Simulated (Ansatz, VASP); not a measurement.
**Two plane-wave programs on BaCrF6**

INCAR

```
PREC = Accurate
ENCUT = 700
EDIFF = 1E-6
ISMEAR = 0
SIGMA = 0.05
LREAL = False
LASPH = True
NELM = 200
ALGO = Normal
ISIF = 2
LWAVE = False
LCHARG = True
ISPIN = 2
MAGMOM = 0 1.74 -0.03 -0.03 -0.03 -0.03 -0.03 -0.03
LORBIT = 11
LMAXMIX = 4
LDAU = True
LDAUTYPE = 1
LDAUL = -1 2 -1
LDAUU = 0 4 0
LDAUJ = 0 0.5 0
LDAUPRINT = 1
LELF = True
LVHAR = True
NBANDS = 47
GGA_COMPAT = False
```

The input KPOINTS:

```
regular mesh
0
Gamma
  4 4 4
```

The input POSCAR:

```
BaCrF6
1.0
    3.6639988200      2.1154107000      2.3789998200
   -3.6639988200      2.1154107000      2.3789998200
    0.0000000000     -4.2308214000      2.3789998200
Ba Cr F
1 1 6
Direct
    0.5000000000      0.5000000000      0.5000000000
    0.0000000000      0.0000000000      0.0000000000
    0.2600000000      0.8970000000      0.2600000000
    0.2600000000      0.2600000000      0.8970000000
    0.8970000000      0.2600000000      0.2600000000
    0.7400000000      0.1030000000      0.7400000000
    0.1030000000      0.7400000000      0.7400000000
    0.7400000000      0.7400000000      0.1030000000
```

Input for Ansatz:

```yaml
crystal:
  lattice:
    - [3.66399882, 2.1154107, 2.37899982]
    - [-3.66399882, 2.1154107, 2.37899982]
    - [0.0, -4.2308214, 2.37899982]
  atoms:
    - { symbol: Ba, position: [0.5, 0.5, 0.5] }
    - { symbol: Cr, position: [0.0, 0.0, 0.0], spin: 1.0 }
    - { symbol: F, position: [0.26, 0.897, 0.26] }
    - { symbol: F, position: [0.26, 0.26, 0.897] }
    - { symbol: F, position: [0.897, 0.26, 0.26] }
    - { symbol: F, position: [0.74, 0.103, 0.74] }
    - { symbol: F, position: [0.103, 0.74, 0.74] }
    - { symbol: F, position: [0.74, 0.74, 0.103] }
basis:
  ecutwfc: 420
  ecutrho_ratio: 4
kpoints:
  mp_grid: { grid: [4, 4, 4] }
hamiltonian:
  xc: lda
  hubbard: { sites: [{ site: 1, l: d, u: 4.0, j: 0.5 }] }
scf:
  occupations: { method: gaussian, width: 0.05 }
  lower_state_search: "off"
  max_iter: 150
output:
  forces: true
  stress: true
  eigenvalues: true
  populations: true
  hubbard: { sites: [{ site: 1, l: d }] }
magnetization:
  spin_polarized: true
  initial_magnetization: 1.0
  spin_locking: { lock_magnetization: soft, n_iters: 6 }
```

Alike in both runs: task single point; functional LDA; k mesh 4 × 4 × 4; occupations gaussian, width 0.05 eV; collinear spin; Hubbard terms Cr d U = 4.0 eV, J = 0.5 eV.

```csv
,VASP,Ansatz
version,VASP 6.6.1,Ansatz 0.2.0
potentials or method,"VASP PAW LDA potentials, release 64 (Ba_sv, Cr_sv, F), cutoff 700 eV","scalar-relativistic, plane waves, PAW"
valence electrons in the cell,66,66
```

VASP gave:

| Property | Result |
| --- | --- |
| gap on the k mesh at the Fermi level (eV) | none |
| pressure (GPa) | -4.0 |
| traceless stress, the component that is largest in VASP (GPa) | 3.41 |
| rms of the force components (eV/Å) | 0.333 |
| net moment per atom (μB) | 0.25 |
| size of the moment on the site where the two differ most (μB) | 1.94 |

Question: What did Ansatz give for the same quantities?

Answer: gap on the k mesh at the Fermi level (eV): none; pressure (GPa): -4.4; traceless stress, the component that is largest in VASP (GPa): 3.44; rms of the force components (eV/Å): 0.319; net moment per atom (μB): 0.25; size of the moment on the site where the two differ most (μB): 1.74.

LDA's correlation is that of Perdew and Zunger in VASP and of Perdew and Wang (1992) in Ansatz. Site moments also hang on the region over which each program counts them. The programs project onto different local orbitals, so the same U acts differently, and such runs can settle in different states. Atom by atom the forces differ by 0.014 eV/Å (rms over components). A gap of «none» marks a metal or a gap that the smearing closes. Ansatz's warnings: filled band counts differ across k points, stress scf threshold loose.

Spin-orbit coupling is off throughout.
